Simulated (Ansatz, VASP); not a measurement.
LiF in VASP and in Ansatz

Contents of POSCAR:

```
LiF
1.0
    0.0000000000      2.0342203049      2.0342203049
    2.0342203049      0.0000000000      2.0342203049
    2.0342203049      2.0342203049      0.0000000000
Li F
1 1
Direct
    0.5000000000      0.5000000000      0.5000000000
    0.0000000000      0.0000000000      0.0000000000
```

INCAR.step1

```
SYSTEM = LiF
PREC = Accurate
ENCUT = 520
ISMEAR = 0
SIGMA = 0.02
LREAL = .FALSE.
LASPH = .TRUE.
NELM = 100
NBANDS = 12
GGA = PE
ALGO = Normal
EDIFF = 1E-4
LWAVE = .TRUE.
LCHARG = .FALSE.
```

Contents of INCAR.step2:

```
SYSTEM = LiF
PREC = Accurate
ENCUT = 520
EDIFF = 1E-7
ISMEAR = 0
SIGMA = 0.02
LREAL = .FALSE.
LASPH = .TRUE.
NELM = 100
ALGO = Normal
ISIF = 2
LWAVE = .FALSE.
LCHARG = .FALSE.
METAGGA = R2SCAN
LMIXTAU = .TRUE.
NBANDS = 12
ISTART = 1
```

The input KPOINTS:

```
Automatic mesh
0
G
  10 10 10
  0 0 0
```

Input for Ansatz:

```yaml
crystal:
  lattice:
    - [0.0, 2.0342203049, 2.0342203049]
    - [2.0342203049, 0.0, 2.0342203049]
    - [2.0342203049, 2.0342203049, 0.0]
  atoms:
    - { symbol: Li, position: [0.5, 0.5, 0.5] }
    - { symbol: F, position: [0.0, 0.0, 0.0] }
basis:
  ecutwfc: 500
kpoints:
  mp_grid: { grid: [10, 10, 10] }
  band_path:
    path:
      - [[0.0, 0.0, 0.0], [0.5, 0.0, 0.5], [0.625, 0.25, 0.625]]
      - [[0.375, 0.375, 0.75], [0.0, 0.0, 0.0], [0.5, 0.5, 0.5], [0.5, 0.25, 0.75], [0.5, 0.0, 0.5]]
    npoints: 14
hamiltonian:
  xc: r2scan
scf:
  occupations: { method: gaussian, width: 0.02 }
  n_extra_bands: 6
output:
  forces: true
  stress: true
  eigenvalues: true
  populations: true
  dos: { projected: true, de: 0.02, nscf_kmesh: { grid: [15, 15, 15] } }
  bader: true
  write_density: true
  write_potential: true
  elf: true
  volumetric_format: npy
```

Alike in both runs: task single point; functional r2SCAN; k mesh 10 × 10 × 10; occupations gaussian, width 0.02 eV; no spin polarisation.

```csv
,VASP,Ansatz
version,VASP 6.6.1,Ansatz 0.2.0
potentials or method,"VASP PAW PBE potentials, release 64 (Li_sv, F), cutoff 520 eV","scalar-relativistic, plane waves, PAW"
valence electrons in the cell,10,10
```

|  | VASP | Ansatz | Ansatz less VASP |
| --- | --- | --- | --- |
| gap on the k mesh at the Fermi level (eV) | 9.98 | 9.79 | -0.189 |
| least direct gap on the mesh (eV) | 9.98 | 9.79 | -0.189 |

VASP's potentials were made for PBE, not for r2SCAN. With one functional, cell and mesh, what is left measures potentials, basis and numerics.

Noted on VASP's run: the cutoff is short for stress, so the pressure is rough.
